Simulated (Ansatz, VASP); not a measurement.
Be3Cd2S: VASP beside Ansatz

INCAR

```
PREC = Accurate
ENCUT = 600
EDIFF = 1E-6
ISMEAR = 0
SIGMA = 0.1
LREAL = False
LASPH = True
NELM = 100
ALGO = Normal
ISIF = 3
LWAVE = False
LCHARG = False
GGA = PE
IBRION = 2
NSW = 100
EDIFFG = -0.01
```

File KPOINTS:

```
Automatic mesh
0
Gamma
  12 12 10
```

File POSCAR:

```
Be3Cd2S
1.0
    5.1422872624      0.0000000000      0.0000000000
   -2.5711436312      4.4533514028      0.0000000000
    0.0000000000      0.0000000000      4.2476779720
Be Cd S
3 2 1
Direct
    0.5000000000      0.0000000000      0.5000000000
    0.0000000000      0.5000000000      0.5000000000
    0.5000000000      0.5000000000      0.5000000000
    0.3333333333      0.6666666667      0.0000000000
    0.6666666667      0.3333333333      0.0000000000
    0.0000000000      0.0000000000      0.0000000000
```

Input for Ansatz:

```yaml
crystal:
  lattice:
    - [5.1422872624, 0.0, 0.0]
    - [-2.5711436312, 4.4533514028, 0.0]
    - [0.0, 0.0, 4.247677972]
  atoms:
    - { symbol: Be, position: [0.5, 0.0, 0.5] }
    - { symbol: Be, position: [0.0, 0.5, 0.5] }
    - { symbol: Be, position: [0.5, 0.5, 0.5] }
    - { symbol: Cd, position: [0.3333333333, 0.6666666667, 0.0] }
    - { symbol: Cd, position: [0.6666666667, 0.3333333333, 0.0] }
    - { symbol: S, position: [0.0, 0.0, 0.0] }
basis:
  ecutwfc: 420
kpoints:
  mp_grid: { grid: [12, 12, 10] }
hamiltonian:
  xc: pbe
scf:
  occupations: { method: gaussian, width: 0.1 }
output:
  forces: true
  stress: true
  eigenvalues: true
  write_density: true
  write_potential: true
  elf: true
  volumetric_format: npy
relax:
  adjacent_minimum: "off"
  f_tol: 0.01
  max_steps: 80
  cell: { stress_tol: 0.05 }
```

Change from the starting cell: species swapped into the ScCo3B2 type (P6/mmm, No. 191).

Alike in both runs: task relaxation of cell and atoms; functional PBE; k mesh 12 × 12 × 10; occupations gaussian, width 0.1 eV; no spin polarisation.

|  | VASP | Ansatz |
| --- | --- | --- |
| version | VASP 6.6.1 | Ansatz 0.2.0 |
| potentials or method | VASP PAW PBE potentials, release 64 (Be, Cd, S), cutoff 600 eV | scalar-relativistic, plane waves, PAW |
| valence electrons in the cell | 36 | 52 |

|  | VASP | Ansatz | Ansatz less VASP |
| --- | --- | --- | --- |
| gap on the k mesh at the Fermi level, each at its own relaxed structure (eV) | none | none | - |
| relaxed volume (Å³/atom) | 16.24 | 16.20 | -0.046 |
| relaxed cell length with the largest relative difference (Å) | 5.127 | 5.121 | -0.0065 |

A gap of «none» marks a metal or a gap that the smearing closes. VASP's potentials hold 36 valence electrons a cell and Ansatz's 52, so a difference there can come from the potentials and not from the codes.
